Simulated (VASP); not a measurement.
# W in VASP: notebook, part 2 of 2

VASP 6.6.1. Earlier steps stand in the parts before.

## Step 4: Electric field gradients, LDA (equal xy, yz and zx shear strains of +2 %)

The input, INCAR:

```
PREC = Accurate
ENCUT = 520
EDIFF = 1E-8
ISMEAR = -1
SIGMA = 0.05
LREAL = F
LASPH = T
NELM = 100
ALGO = Normal
ISIF = 2
LWAVE = F
LCHARG = F
GGA = CA
LEFG = T
NBANDS = 13
```

The input, KPOINTS:

```
Automatic mesh
0
Gamma
  14 14 14
```

The input, POSCAR:

```
W
1.0
    0.0406000000      2.0503000000      2.0503000000
    2.0503000000      0.0406000000      2.0503000000
    2.0503000000      2.0503000000      0.0406000000
W
1
Direct
    0.0000000000      0.0000000000      0.0000000000
```

Potentials or basis: VASP PAW LDA potentials, release 64 (W_sv).

On the command line:

```console
$ cat potpaw_LDA.64/W_sv/POTCAR > POTCAR
$ mpirun -np 1 vasp_std > vasp.out
```

OUTCAR:

```text
PREC = Accurate
   ENCUT = 520
   EDIFF = 1E-8
   ISMEAR = -1
   LREAL = F
   LASPH = T
   NELM = 100
   ISIF = 2
   GGA = CA

 ion  position               nearest neighbor table
   1  0.000  0.000  0.000-

  LATTYP: Found a trigonal (rhomboedric) cell.
 ALAT       =     2.8998462959
 COS(alpha) =     0.5197000882

  Lattice vectors:

 A1 = (   0.0406000000,   2.0503000000,   2.0503000000)
 A2 = (   2.0503000000,   0.0406000000,   2.0503000000)
 A3 = (   2.0503000000,   2.0503000000,   0.0406000000)

Analysis of symmetry for initial positions (statically):
=====================================================================
 Subroutine PRICEL returns:
 Original cell was already a primitive cell.

 Routine SETGRP: Setting up the symmetry group for a
 trigonal (rhombohedral) supercell.

 Subroutine GETGRP returns: Found 12 space group operations
 (whereof 12 operations were pure point group operations)
 out of a pool of 12 trial point group operations.

The static configuration has the point symmetry D_3d.

Analysis of symmetry for dynamics (positions and initial velocities):
=====================================================================
 Subroutine PRICEL returns:
 Original cell was already a primitive cell.

 Routine SETGRP: Setting up the symmetry group for a
 trigonal (rhombohedral) supercell.

 Subroutine GETGRP returns: Found 12 space group operations
 (whereof 12 operations were pure point group operations)
[... 161 lines left out ...]
      5       1.2897      2.00000
      6       9.1813      2.00000
      7       9.6888      1.99943
      8       9.6888      1.99943
      9      12.5449      0.00000
     10      12.5449      0.00000
     11      22.9392      0.00000
     12      27.5144      0.00000
     13      28.2681      0.00000
[... 354 lines left out ...]
  band No.  band energies     occupation
      1     -63.1187      2.00000
      2     -27.6269      2.00000
      3     -27.2657      2.00000
      4     -27.1996      2.00000
      5       3.9886      2.00000
      6       7.8772      2.00000
      7       9.7432      1.99832
      8      10.5618      0.00018
      9      12.0588      0.00000
     10      13.5240      0.00000
     11      24.7029      0.00000
     12      27.6524      0.00000
     13      29.3716      0.00000

 [... further k-points ...]

------------------------ aborting loop because EDIFF is reached ----------------------------------------

  FORCE on cell =-STRESS in cart. coord.  units (eV):
  Direction    XX          YY          ZZ          XY          YZ          ZX
  --------------------------------------------------------------------------------------
  -------------------------------------------------------------------------------------
  Total       -1.6710846     -1.6710846     -1.6710846      0.1507602      0.1507602      0.1507602
  in kB     -160.0738310   -160.0738310   -160.0738310     14.4413776     14.4413776     14.4413776
  external PRESSURE =    -160.0738310 kB  Pullay stress =       0.0000000 kB

 VOLUME and BASIS-vectors are now :
 -----------------------------------------------------------------------------
  energy-cutoff  :      520.00
  volume of cell :       16.73
      direct lattice vectors                 reciprocal lattice vectors
     0.040600000  2.050300000  2.050300000    -0.251232503  0.246354202  0.246354202
     2.050300000  0.040600000  2.050300000     0.246354202 -0.251232503  0.246354202
     2.050300000  2.050300000  0.040600000     0.246354202  0.246354202 -0.251232503

 POSITION                                       TOTAL-FORCE (eV/Angst)
 -----------------------------------------------------------------------------------
      0.00000      0.00000      0.00000        -0.000000     -0.000000      0.000000
 -----------------------------------------------------------------------------------
    total drift:                               -0.000000     -0.000000     -0.000000

  FREE ENERGIE OF THE ION-ELECTRON SYSTEM (eV)
  ---------------------------------------------------
  free  energy   TOTEN  =       -13.5729548019 eV

  energy  without entropy=      -13.5639524915  energy(sigma->0) =      -13.56845365

 Electric field gradients (V/A^2)
---------------------------------------------------------------------
 ion       V_xx      V_yy      V_zz      V_xy      V_xz      V_yz
---------------------------------------------------------------------
   1      -0.000    -0.000     0.000     9.886     9.886     9.886
---------------------------------------------------------------------

 Electric field gradients after diagonalization (V/A^2)
 (convention: |V_zz| > |V_xx| > |V_yy|)
----------------------------------------------------------------------
 ion       V_xx      V_yy      V_zz     asymmetry (V_yy - V_xx)/ V_zz
----------------------------------------------------------------------
   1      -9.886    -9.886    19.771       0.000
----------------------------------------------------------------------

           NMR quadrupolar parameters

 Cq : quadrupolar parameter    Cq=e*Q*V_zz/h
 eta: asymmetry parameters     (V_yy - V_xx)/ V_zz
 Q  : nuclear electric quadrupole moment in mb (millibarn)
----------------------------------------------------------------------
 ion       Cq(MHz)       eta       Q (mb)
----------------------------------------------------------------------
   1       0.048       0.000       1.000
----------------------------------------------------------------------
```

Wall time 47 s (1 thread of AMD EPYC 7R13 (Zen 3), shared host); peak memory 0.15 GiB.

What came out:

| Property | Result |
| --- | --- |
| Free energy | -13.5730 eV |
| Pressure | -16.0 GPa |
| Band gap on the k mesh | zero (band 7 reaches 13.18 eV, above the bottom of band 8 at 9.66 eV) |

Stress tensor (GPa, compression positive):
```
-16.01   1.44   1.44
  1.44 -16.01   1.44
  1.44   1.44 -16.01
```

Levels at points of the mesh, in eV from the Fermi level:
```
           k point  band 5  band 6  band 7  band 8  band 9  band 10
(0.00, 0.00, 0.00)   -8.81   -0.92   -0.41   -0.41    2.45     2.45
(0.50, 0.00, 0.00)   -5.46   -1.09   -0.57    0.83    4.66     5.11
(0.50, 0.50, 0.00)   -5.35   -4.41    3.09    4.76    5.56     5.64
(0.50, 0.50, 0.50)   -5.53   -0.69   -0.69    0.43    4.75     4.75
```

Electric field gradients, principal values (V/Å²):
| atom | least | middle | greatest (by size) |
| --- | --- | --- | --- |
| 1 W | -9.886 | -9.886 | 19.771 |

Caveat: the cell differs from its parent crystal (equal xy, yz and zx shear strains of +2 %); without QUAD_EFG the Cq values of the log hold for a quadrupole moment of 1 mb, not for the nuclei; spin-orbit coupling is left out, which moves the levels of the heavy elements.

## Step 5: Electric field gradients, LDA (equal xy, yz and zx shear strains of +2 %)

The input, INCAR:

```
PREC = Accurate
ENCUT = 520
EDIFF = 1E-8
ISMEAR = -1
SIGMA = 0.05
LREAL = False
LASPH = True
NELM = 100
ALGO = Normal
ISIF = 2
LWAVE = False
LCHARG = False
LEFG = True
NBANDS = 13
```

KPOINTS is that of step 4.

POSCAR is that of step 4.

Potentials or basis: VASP PAW LDA potentials, release 64 (W_sv).

On the command line:

```console
$ cat potpaw_LDA.64/W_sv/POTCAR > POTCAR
$ mpirun -np 1 vasp_std > vasp.out
```

OUTCAR:

```text
PREC = Accurate
   ENCUT = 520
   EDIFF = 1E-8
   ISMEAR = -1
   LREAL = False
   LASPH = True
   NELM = 100
   ISIF = 2

 ion  position               nearest neighbor table
   1  0.000  0.000  0.000-

  LATTYP: Found a trigonal (rhomboedric) cell.
 ALAT       =     2.8998462959
 COS(alpha) =     0.5197000882

  Lattice vectors:

 A1 = (   0.0406000000,   2.0503000000,   2.0503000000)
 A2 = (   2.0503000000,   0.0406000000,   2.0503000000)
 A3 = (   2.0503000000,   2.0503000000,   0.0406000000)

Analysis of symmetry for initial positions (statically):
=====================================================================
 Subroutine PRICEL returns:
 Original cell was already a primitive cell.

[... 567 lines left out ...]
  in kB     -160.0738310   -160.0738310   -160.0738310     14.4413776     14.4413776     14.4413776
  external PRESSURE =    -160.0738310 kB  Pullay stress =       0.0000000 kB

 VOLUME and BASIS-vectors are now :
 -----------------------------------------------------------------------------
  energy-cutoff  :      520.00
  volume of cell :       16.73
      direct lattice vectors                 reciprocal lattice vectors
     0.040600000  2.050300000  2.050300000    -0.251232503  0.246354202  0.246354202
     2.050300000  0.040600000  2.050300000     0.246354202 -0.251232503  0.246354202
     2.050300000  2.050300000  0.040600000     0.246354202  0.246354202 -0.251232503

 POSITION                                       TOTAL-FORCE (eV/Angst)
 -----------------------------------------------------------------------------------
      0.00000      0.00000      0.00000        -0.000000     -0.000000      0.000000
 -----------------------------------------------------------------------------------
    total drift:                               -0.000000     -0.000000     -0.000000

  FREE ENERGIE OF THE ION-ELECTRON SYSTEM (eV)
  ---------------------------------------------------
  free  energy   TOTEN  =       -13.5729548019 eV

  energy  without entropy=      -13.5639524915  energy(sigma->0) =      -13.56845365

 Electric field gradients (V/A^2)
---------------------------------------------------------------------
 ion       V_xx      V_yy      V_zz      V_xy      V_xz      V_yz
---------------------------------------------------------------------
   1      -0.000    -0.000     0.000     9.886     9.886     9.886
---------------------------------------------------------------------

 Electric field gradients after diagonalization (V/A^2)
 (convention: |V_zz| > |V_xx| > |V_yy|)
----------------------------------------------------------------------
 ion       V_xx      V_yy      V_zz     asymmetry (V_yy - V_xx)/ V_zz
----------------------------------------------------------------------
   1      -9.886    -9.886    19.771       0.000
----------------------------------------------------------------------

           NMR quadrupolar parameters

 Cq : quadrupolar parameter    Cq=e*Q*V_zz/h
 eta: asymmetry parameters     (V_yy - V_xx)/ V_zz
 Q  : nuclear electric quadrupole moment in mb (millibarn)
----------------------------------------------------------------------
 ion       Cq(MHz)       eta       Q (mb)
----------------------------------------------------------------------
   1       0.048       0.000       1.000
----------------------------------------------------------------------
```

Wall time 48 s (1 thread of AMD EPYC 7R13 (Zen 3), shared host); peak memory 0.15 GiB.

Results:

| Property | Result |
| --- | --- |
| Free energy | -13.5730 eV |
| Pressure | -16.0 GPa |
| Band gap on the k mesh | zero (band 7 reaches 13.18 eV, above the bottom of band 8 at 9.66 eV) |

Levels at points of the mesh, in eV from the Fermi level:
| k point | band 4 | band 5 | band 6 | band 7 | band 8 | band 9 | band 10 | band 11 |
| --- | --- | --- | --- | --- | --- | --- | --- | --- |
| (0.00, 0.00, 0.00) | -37.15 | -8.81 | -0.92 | -0.41 | -0.41 | 2.45 | 2.45 | 12.84 |
| (0.50, 0.00, 0.00) | -37.32 | -5.46 | -1.09 | -0.57 | 0.83 | 4.66 | 5.11 | 10.15 |
| (0.50, 0.50, 0.00) | -37.53 | -5.35 | -4.41 | 3.09 | 4.76 | 5.56 | 5.64 | 11.34 |
| (0.50, 0.50, 0.50) | -37.27 | -5.53 | -0.69 | -0.69 | 0.43 | 4.75 | 4.75 | 9.60 |

Electric field gradients, principal values (V/Å²):
```tsv
atom	least	middle	greatest (by size)
1 W	-9.886	-9.886	19.771
```

Caveat: the cell differs from its parent crystal (equal xy, yz and zx shear strains of +2 %); without QUAD_EFG the Cq values of the log hold for a quadrupole moment of 1 mb, not for the nuclei; spin-orbit coupling is left out, which moves the levels of the heavy elements.

## Step 6: Density of states, LDA

This run uses another cell than the first one, of 16.73 Å³/atom, 0.980 times its volume.

The input, POSCAR:

```
W
1.0
    0.0000000000      2.0300000000      2.0300000000
    2.0300000000      0.0000000000      2.0300000000
    2.0300000000      2.0300000000      0.0000000000
W
1
Direct
    0.0000000000      0.0000000000      0.0000000000
```

The input, INCAR.step1:

```
PREC = Accurate
ENCUT = 520
EDIFF = 1E-6
ISMEAR = -1
SIGMA = 0.05
LREAL = False
LASPH = True
NELM = 80
ALGO = Normal
ISIF = 2
LWAVE = False
LCHARG = True
LMAXMIX = 4
NBANDS = 13
```

The input, KPOINTS.step1:

```
regular mesh
0
Gamma
  14 14 14
```

The input, INCAR.step2:

```
PREC = Accurate
ENCUT = 520
EDIFF = 1E-6
ISMEAR = -5
SIGMA = 0.05
LREAL = False
LASPH = True
NELM = 80
ALGO = Normal
ISIF = 2
LWAVE = False
LCHARG = False
LMAXMIX = 4
LORBIT = 10
NBANDS = 13
NEDOS = 2001
ICHARG = 11
```

The input, KPOINTS.step2:

```
regular mesh
0
Gamma
  21 21 21
```

Potentials or basis: VASP PAW LDA potentials, release 64 (W_sv).

On the command line:

```console
$ cat potpaw_LDA.64/W_sv/POTCAR > POTCAR
$ cp INCAR.step1 INCAR
$ cp KPOINTS.step1 KPOINTS
$ mpirun -np 1 vasp_std > vasp.out
$ cp INCAR.step2 INCAR
$ cp KPOINTS.step2 KPOINTS
$ mpirun -np 1 vasp_std > vasp.out
```

Wall time 2 min (1 thread of AMD EPYC 7R13, shared host); peak memory 0.14 GiB.

The run converged. Its results:

- Valence electrons inside the program's atomic spheres: W 12.02

Levels at points of the mesh, in eV from the Fermi level:
| k point | band 5 | band 6 | band 7 | band 8 | band 9 | band 10 |
| --- | --- | --- | --- | --- | --- | --- |
| (0.00, 0.00, 0.00) | -8.79 | -0.55 | -0.55 | -0.55 | 2.45 | 2.45 |

Caveat: spin-orbit coupling is left out, which moves the levels of the heavy elements; tetrahedron occupations give inexact forces and stress in metals.

## Step 7: The runs side by side

```tsv
task	cell	k mesh for the DOS	occupations for the DOS	gap on the mesh (eV)	pressure (GPa)
electric field gradients	a = 2.885, b = 2.885, c = 2.900 Å, angles 59.8, 59.8, 60.3°, 1 atom	-	-	none	-21.0
electric field gradients	a = 2.828 Å, angles 62.0°, 1 atom	-	-	none	-15.8
electric field gradients	a = 2.900 Å, angles 58.7°, 1 atom	-	-	none	-16.0
density of states	a = 2.871 Å, angles 60.0°, 1 atom	21 × 21 × 21	tetrahedron	-	-
```

Alike in all rows: level LDA; potentials or basis VASP PAW LDA potentials, release 64 (W_sv); no spin polarisation; k mesh 14 × 14 × 14; cutoff (eV) 520; smearing fermi-dirac 0.05 eV.

Caveats: spin-orbit coupling is left out, which moves the levels of the heavy elements; tetrahedron occupations give inexact forces and stress in metals (some runs).

Absolute energies hang on the potentials; compare differences alone.
